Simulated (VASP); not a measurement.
# Sc (P6_3/mmc) in VASP: notebook

The runs below take Sc through single point, with PBE.

Program: VASP 6.6.1. These are calculated values, not measurements. Logs are shortened: lines on timing, memory, paths and dates and some standing lists are left out, and cuts for length are marked.

### 1 The cell of the first run

The structure is hexagonal, space group P6_3/mmc (No. 194). Conventional cell: a = 3.309 Å, b = 3.309 Å, c = 5.347 Å, α = 90.00°, β = 90.00°, γ = 120.00°. Sc (site symmetry -6m2) has 12 Sc at 3.29 to 3.31 Å within 4.3 Å.

### 2 Single point, PBE (strain +0.000 along x and y, +0.015 along z)

The input, INCAR:

```
PREC     = Accurate       # precision mode
ENCUT    = 520            # plane-wave cutoff, eV
EDIFF    = 1E-6           # SCF threshold, eV
ISMEAR   = 0              # smearing method
SIGMA    = 0.15           # smearing width, eV
LREAL    = F              # projectors in reciprocal space
LASPH    = T              # aspherical terms in the spheres
NELM     = 60             # most SCF steps
ALGO     = Fast           # electronic algorithm
ISIF     = 2              # what is computed and relaxed
LWAVE    = F              # write WAVECAR
LCHARG   = F              # write CHGCAR
GGA      = PE             # functional
NBANDS   = 18             # bands
```

The input, KPOINTS:

```
Automatic mesh
0
Gamma
  18 18 10
```

The input, POSCAR:

```
Sc
1.0
    3.3087978973      0.0000000000      0.0000000000
   -1.6543989486      2.8655030350      0.0000000000
    0.0000000000      0.0000000000      5.3470200000
Sc
2
Direct
    0.3333333333      0.6666666667      0.2500000000
    0.6666666667      0.3333333333      0.7500000000
```

Potentials or basis: VASP PAW PBE potentials, release 64 (Sc_sv).

Run with:

```
> cat potpaw_PBE.64/Sc_sv/POTCAR > POTCAR
> mpirun -np 1 vasp_std > vasp.out
```

OUTCAR:

```text
PREC = Accurate
   ENCUT = 520
   EDIFF = 1E-6
   ISMEAR = 0
   LREAL = F
   LASPH = T
   NELM = 60
   ISIF = 2
   GGA = PE

 ion  position               nearest neighbor table
   1  0.333  0.667  0.250-   2 3.29   2 3.29   2 3.29   2 3.29   2 3.29   2 3.29
   2  0.667  0.333  0.750-   1 3.29   1 3.29   1 3.29   1 3.29   1 3.29   1 3.29

  LATTYP: Found a hexagonal cell.
 ALAT       =     3.3087978973
 C/A-ratio  =     1.6160007852

  Lattice vectors:

 A1 = (   3.3087978973,   0.0000000000,   0.0000000000)
 A2 = (  -1.6543989486,   2.8655030350,   0.0000000000)
 A3 = (   0.0000000000,   0.0000000000,   5.3470200000)

Analysis of symmetry for initial positions (statically):
=====================================================================
 Subroutine PRICEL returns:
 Original cell was already a primitive cell.

 Routine SETGRP: Setting up the symmetry group for a
 hexagonal supercell.

 Subroutine GETGRP returns: Found 24 space group operations
 (whereof 12 operations were pure point group operations)
 out of a pool of 24 trial point group operations.

The static configuration has the point symmetry D_3d.
 The point group associated with its full space group is D_6h.

Analysis of symmetry for dynamics (positions and initial velocities):
=====================================================================
 Subroutine PRICEL returns:
 Original cell was already a primitive cell.

 Routine SETGRP: Setting up the symmetry group for a
 hexagonal supercell.

 Subroutine GETGRP returns: Found 24 space group operations
 (whereof 12 operations were pure point group operations)
 out of a pool of 24 trial point group operations.

The dynamic configuration has the point symmetry D_3d.
 The point group associated with its full space group is D_6h.

 Subroutine INISYM returns: Found 24 space group operations
 (whereof 12 operations are pure point group operations),
 and found     1 'primitive' translations

----------------------------------------------------------------------------------------

                                     Primitive cell

  volume of cell :      50.6971

  direct lattice vectors                    reciprocal lattice vectors
     3.308797897  0.000000000  0.000000000     0.302224563  0.174489433  0.000000000
[... 83 lines left out ...]
   LASPH  =      T    aspherical Exc in radial PAW
   ENCUT  =  520.0 eV  38.22 Ry    6.18 a.u.   6.15  6.15  9.94*2*pi/ulx,y,z
   NELM   =     60;   NELMIN=  2; NELMDL= -5     # of ELM steps
   EDIFF  = 0.1E-05   stopping-criterion for ELM
   LREAL  =      F    real-space projection
   EDIFFG = 0.1E-04   stopping-criterion for IOM
   NSW    =      0    number of steps for IOM
   IBRION =     -1    ionic relax: 0-MD 1-quasi-New 2-CG
   NFREE  =      0    steps in history (QN), initial steepest desc. (CG)
   ISIF   =      2    stress and relaxation
   ISYM   =      2    0-nonsym 1-usesym 2-fastsym
   POTIM  = 0.5000    time-step for ionic-motion
   TEBEG  =    0.0;   TEEND  =   0.0 temperature during run
   PSTRESS=    0.0 pullay stress
   NELECT =      22.0000    total number of electrons
   NUPDOWN=      -1.0000    fix difference up-down
   EMIN   =  10.00;   EMAX   =-10.00  energy-range for DOS
   EFERMI =   0.00;   METHOD = LEGACY
   ISMEAR =     0;   SIGMA  =   0.15  broadening in eV -4-tet -1-fermi 0-gaus
   EFERMI_NEDOS =   21; number of points for ismear=-14 and -15
   IALGO  =     68    algorithm
   IMIX   =      4    mixing-type and parameters
     AMIX     =   0.40;   BMIX     =  1.00
     AMIX_MAG =   1.60;   BMIX_MAG =  1.00
  volume/ion in A,a.u.               =      25.35       171.06
  Fermi-wavevector in a.u.,A,eV,Ry     =   1.239428  2.342180 20.901033  1.536183
  Thomas-Fermi vector in A             =   2.373912
   LORBIT       =      0    0 simple, 1 ext, 2 COOP (PROOUT), +10 PAW based schemes
   GGA     = PE    functional components
   LHFCALC =     F    Hartree Fock is set to
   AEXX    =    0.0000 exact exchange contribution
   IVDW    =     0    specifies the selected vdW correction
   LEPSILON=     F    determine dielectric tensor
   LRPA    =     F    only Hartree local field effects (RPA)
 non-spin polarized calculation
 RMM-DIIS sequential band-by-band and
 Gauss-broadening in eV      SIGMA  =   0.15
  energy-cutoff  :      520.00
  volume of cell :       50.70
 maximum number of plane-waves:      1387
 NGX is ok and might be reduce to    28
   NGX = 13   NGY = 13   NGZ = 19

 number of electron      22.0000004 magnetization

 Free energy of the ion-electron system (eV)
  ---------------------------------------------------
  ext. energy  EPLUGINS =         0.00000000
  ---------------------------------------------------
  free energy    TOTEN  =       -12.50643288 eV

  energy without entropy =      -12.45570963  energy(sigma->0) =      -12.48107125

 E-fermi :   3.5234     XC(G=0):  -9.7668

 val. band max:        3.5220954411   @ k =   0.2778   0.2222   0.3000
 cond. band min:       3.5240214357   @ k =   0.4444   0.1111   0.4000
 fundamental gap:      0.0019259946
 Fermi energy:         3.5234024933

 k-point     1 :       0.0000    0.0000    0.0000
  band No.  band energies     occupation
      1     -45.9745      2.00000
      2     -45.9201      2.00000
      3     -24.7625      2.00000
      4     -24.4559      2.00000
      5     -24.4559      2.00000
      6     -24.4059      2.00000
[... 481 lines left out ...]
      5     -24.6025      2.00000
      6     -24.5483      2.00000
[... 10 lines left out ...]
     17       7.1924      0.00000
     18       7.3068      0.00000

 [... further k-points ...]

------------------------ aborting loop because EDIFF is reached ----------------------------------------

  FORCE on cell =-STRESS in cart. coord.  units (eV):
  Direction    XX          YY          ZZ          XY          YZ          ZX
  --------------------------------------------------------------------------------------
  -------------------------------------------------------------------------------------
  Total       -0.1452249     -0.1452249     -0.9280666     -0.0000000      0.0000000     -0.0000000
  in kB       -4.5895352     -4.5895352    -29.3296447     -0.0000000      0.0000000     -0.0000000
  external PRESSURE =     -12.8362384 kB  Pullay stress =       0.0000000 kB

 VOLUME and BASIS-vectors are now :
 -----------------------------------------------------------------------------
  energy-cutoff  :      520.00
  volume of cell :       50.70
      direct lattice vectors                 reciprocal lattice vectors
     3.308797897  0.000000000  0.000000000     0.302224563  0.174489433  0.000000000
    -1.654398949  2.865503035  0.000000000     0.000000000  0.348978866  0.000000000
     0.000000000  0.000000000  5.347020000     0.000000000  0.000000000  0.187020060

 POSITION                                       TOTAL-FORCE (eV/Angst)
 -----------------------------------------------------------------------------------
     -0.00000      1.91034      1.33675         0.000000     -0.000000      0.000000
      1.65440      0.95517      4.01026        -0.000000      0.000000      0.000000
 -----------------------------------------------------------------------------------
    total drift:                                0.000000     -0.000000      0.000000

  FREE ENERGIE OF THE ION-ELECTRON SYSTEM (eV)
  ---------------------------------------------------
  free  energy   TOTEN  =       -12.5064328757 eV

  energy  without entropy=      -12.4557096253  energy(sigma->0) =      -12.48107125
```

stdout:

```text
POSCAR found type information on POSCAR Sc
 POSCAR found :  1 types and       2 ions
 scaLAPACK will be used
 LDA part: xc-table for (Slater+PW92), standard interpolation
 POSCAR, INCAR and KPOINTS ok, starting setup
 FFT: planning ... GRIDC
 FFT: planning ... GRID_SOFT
 FFT: planning ... GRID
 WAVECAR not read
 entering main loop
```

Wall time 1.8 min (1 thread of Intel Xeon 6975P-C (Granite Rapids), shared host); peak memory 0.3 GiB.

What came out:

- Free energy: -12.5064 eV
- Pressure: -1.3 GPa
- Band gap on the k mesh: zero (bands 11 and 12 overlap by 1.26 eV)

Levels at points of the mesh, in eV from the Fermi level:
| k point | band 8 | band 9 | band 10 | band 11 | band 12 | band 13 | band 14 | band 15 |
| --- | --- | --- | --- | --- | --- | --- | --- | --- |
| (0.00, 0.00, 0.00) | -27.92 | -5.08 | -1.67 | 0.30 | 1.58 | 1.58 | 1.61 | 1.96 |
| (0.50, 0.00, 0.00) | -27.97 | -1.56 | -1.02 | -0.68 | -0.27 | 1.14 | 1.44 | 1.68 |
| (0.00, 0.00, 0.50) | -27.95 | -3.64 | -3.64 | 0.82 | 0.82 | 1.54 | 1.54 | 1.54 |
| (0.50, 0.00, 0.50) | -28.02 | -1.44 | -1.44 | 0.03 | 0.03 | 1.21 | 1.21 | 2.38 |

Caveat: the cell differs from its parent crystal (strain +0.000 along x and y, +0.015 along z).

### 3 Single point, PBE (strain +0.015 along x and y, -0.015 along z)

The input, INCAR:

```
ALGO = Fast ; EDIFF = 1E-7
ENCUT = 520 ; GGA = PE
ISIF = 2 ; ISMEAR = 0
LASPH = True ; LCHARG = False
LREAL = False ; LWAVE = False
NBANDS = 18 ; NELM = 80
PREC = Accurate ; SIGMA = 0.15
```

The input, KPOINTS:

```
k-points
0
Gamma
  18 18 10
```

The input, POSCAR:

```
Sc
1.0
    3.3584298657      0.0000000000      0.0000000000
   -1.6792149328      2.9084855806      0.0000000000
    0.0000000000      0.0000000000      5.1889800000
Sc
2
Direct
    0.3333333333      0.6666666667      0.2500000000
    0.6666666667      0.3333333333      0.7500000000
```

Potentials or basis: VASP PAW PBE potentials, release 64 (Sc_sv).

Run with:

```
> cat potpaw_PBE.64/Sc_sv/POTCAR > POTCAR
> mpirun -np 1 vasp_std > vasp.out
```

OUTCAR:

```text
EDIFF = 1E-7
   ENCUT = 520
   GGA = PE
   ISIF = 2
   ISMEAR = 0
   LASPH = True
   LREAL = False
   NELM = 80
   PREC = Accurate

 ion  position               nearest neighbor table
   1  0.333  0.667  0.250-   2 3.24   2 3.24   2 3.24   2 3.24   2 3.24   2 3.24
   2  0.667  0.333  0.750-   1 3.24   1 3.24   1 3.24   1 3.24   1 3.24   1 3.24

  LATTYP: Found a hexagonal cell.
 ALAT       =     3.3584298657
 C/A-ratio  =     1.5450612958

  Lattice vectors:

 A1 = (   3.3584298657,   0.0000000000,   0.0000000000)
 A2 = (  -1.6792149328,   2.9084855806,   0.0000000000)
 A3 = (   0.0000000000,   0.0000000000,   5.1889800000)

Analysis of symmetry for initial positions (statically):
=====================================================================
 Subroutine PRICEL returns:
 Original cell was already a primitive cell.

 Routine SETGRP: Setting up the symmetry group for a
 hexagonal supercell.

 Subroutine GETGRP returns: Found 24 space group operations
 (whereof 12 operations were pure point group operations)
 out of a pool of 24 trial point group operations.

The static configuration has the point symmetry D_3d.
 The point group associated with its full space group is D_6h.

Analysis of symmetry for dynamics (positions and initial velocities):
=====================================================================
 Subroutine PRICEL returns:
 Original cell was already a primitive cell.

 Routine SETGRP: Setting up the symmetry group for a
 hexagonal supercell.

 Subroutine GETGRP returns: Found 24 space group operations
 (whereof 12 operations were pure point group operations)
 out of a pool of 24 trial point group operations.

The dynamic configuration has the point symmetry D_3d.
 The point group associated with its full space group is D_6h.

 Subroutine INISYM returns: Found 24 space group operations
 (whereof 12 operations are pure point group operations),
 and found     1 'primitive' translations

----------------------------------------------------------------------------------------
[... 114 lines left out ...]
  volume/ion in A,a.u.               =      25.34       171.02
  Fermi-wavevector in a.u.,A,eV,Ry     =   1.239521  2.342356 20.904169  1.536413
  Thomas-Fermi vector in A             =   2.374001
   LORBIT       =      0    0 simple, 1 ext, 2 COOP (PROOUT), +10 PAW based schemes
   GGA     = PE    functional components
   LHFCALC =     F    Hartree Fock is set to
   AEXX    =    0.0000 exact exchange contribution
   IVDW    =     0    specifies the selected vdW correction
   LEPSILON=     F    determine dielectric tensor
   LRPA    =     F    only Hartree local field effects (RPA)
 non-spin polarized calculation
 RMM-DIIS sequential band-by-band and
 Gauss-broadening in eV      SIGMA  =   0.15
  energy-cutoff  :      520.00
  volume of cell :       50.69
 maximum number of plane-waves:      1387
 NGX is ok and might be reduce to    28
   NGX = 13   NGY = 13   NGZ = 19

 number of electron      21.9999999 magnetization

 Free energy of the ion-electron system (eV)
  ---------------------------------------------------
  ext. energy  EPLUGINS =         0.00000000
  ---------------------------------------------------
  free energy    TOTEN  =       -12.51538782 eV

  energy without entropy =      -12.46802019  energy(sigma->0) =      -12.49170400

 E-fermi :   3.5142     XC(G=0):  -9.7658

 val. band max:        3.5064669370   @ k =   0.3333   0.1667   0.4000
 cond. band min:       3.5178618463   @ k =   0.3333   0.1111   0.4000
 fundamental gap:      0.0113949094
 Fermi energy:         3.5141952340

 k-point     1 :       0.0000    0.0000    0.0000
  band No.  band energies     occupation
      1     -45.9724      2.00000
      2     -45.9075      2.00000
      3     -24.7823      2.00000
      4     -24.4727      2.00000
      5     -24.4727      2.00000
      6     -24.4091      2.00000
[... 481 lines left out ...]
      5     -24.6157      2.00000
      6     -24.5565      2.00000
[... 10 lines left out ...]
     17       7.1186      0.00000
     18       7.4218      0.00000

 [... further k-points ...]

------------------------ aborting loop because EDIFF is reached ----------------------------------------

  FORCE on cell =-STRESS in cart. coord.  units (eV):
  Direction    XX          YY          ZZ          XY          YZ          ZX
  --------------------------------------------------------------------------------------
  -------------------------------------------------------------------------------------
  Total       -0.5078722     -0.5078722     -0.3051373     -0.0000000     -0.0000000      0.0000000
  in kB      -16.0538731    -16.0538731     -9.6454108     -0.0000000     -0.0000000      0.0000000
  external PRESSURE =     -13.9177190 kB  Pullay stress =       0.0000000 kB

 VOLUME and BASIS-vectors are now :
 -----------------------------------------------------------------------------
  energy-cutoff  :      520.00
  volume of cell :       50.69
      direct lattice vectors                 reciprocal lattice vectors
     3.358429866  0.000000000  0.000000000     0.297758191  0.171910771  0.000000000
    -1.679214933  2.908485581  0.000000000     0.000000000  0.343821543  0.000000000
     0.000000000  0.000000000  5.188980000     0.000000000  0.000000000  0.192716102

 POSITION                                       TOTAL-FORCE (eV/Angst)
 -----------------------------------------------------------------------------------
     -0.00000      1.93899      1.29724        -0.000000      0.000000      0.000000
      1.67921      0.96950      3.89173         0.000000     -0.000000      0.000000
 -----------------------------------------------------------------------------------
    total drift:                                0.000000     -0.000000      0.000000

  FREE ENERGIE OF THE ION-ELECTRON SYSTEM (eV)
  ---------------------------------------------------
  free  energy   TOTEN  =       -12.5153878165 eV

  energy  without entropy=      -12.4680201898  energy(sigma->0) =      -12.49170400
```

stdout:

```text
POSCAR found type information on POSCAR Sc
 POSCAR found :  1 types and       2 ions
 scaLAPACK will be used
 LDA part: xc-table for (Slater+PW92), standard interpolation
 POSCAR, INCAR and KPOINTS ok, starting setup
 FFT: planning ... GRIDC
 FFT: planning ... GRID_SOFT
 FFT: planning ... GRID
 WAVECAR not read
 entering main loop
```

Run time: 2 min. Hardware: 1 thread of Intel Xeon 6975P-C (Granite Rapids), shared host; peak memory 0.29 GiB.

What came out:

```yaml
Free_energy: -12.5154 eV
Pressure: -1.4 GPa
Band_gap_on_the_k_mesh: zero (bands 11 and 12 overlap by 1.48 eV)
```

Levels at points of the mesh, in eV from the Fermi level:
| k point | band 7 | band 8 | band 9 | band 10 | band 11 | band 12 | band 13 | band 14 | band 15 | band 16 |
| --- | --- | --- | --- | --- | --- | --- | --- | --- | --- | --- |
| (0.00, 0.00, 0.00) | -27.92 | -27.89 | -5.07 | -1.58 | 0.61 | 1.55 | 1.55 | 1.85 | 1.99 | 1.99 |
| (0.50, 0.00, 0.00) | -28.00 | -27.96 | -1.62 | -1.03 | -0.62 | -0.37 | 1.28 | 1.29 | 1.85 | 3.60 |
| (0.00, 0.00, 0.50) | -27.96 | -27.96 | -3.54 | -3.54 | 0.99 | 0.99 | 1.46 | 1.46 | 1.46 | 1.46 |
| (0.50, 0.00, 0.50) | -27.99 | -27.99 | -1.43 | -1.43 | 0.07 | 0.07 | 1.23 | 1.23 | 2.29 | 2.29 |

Caveat: the cell differs from its parent crystal (strain +0.015 along x and y, -0.015 along z).
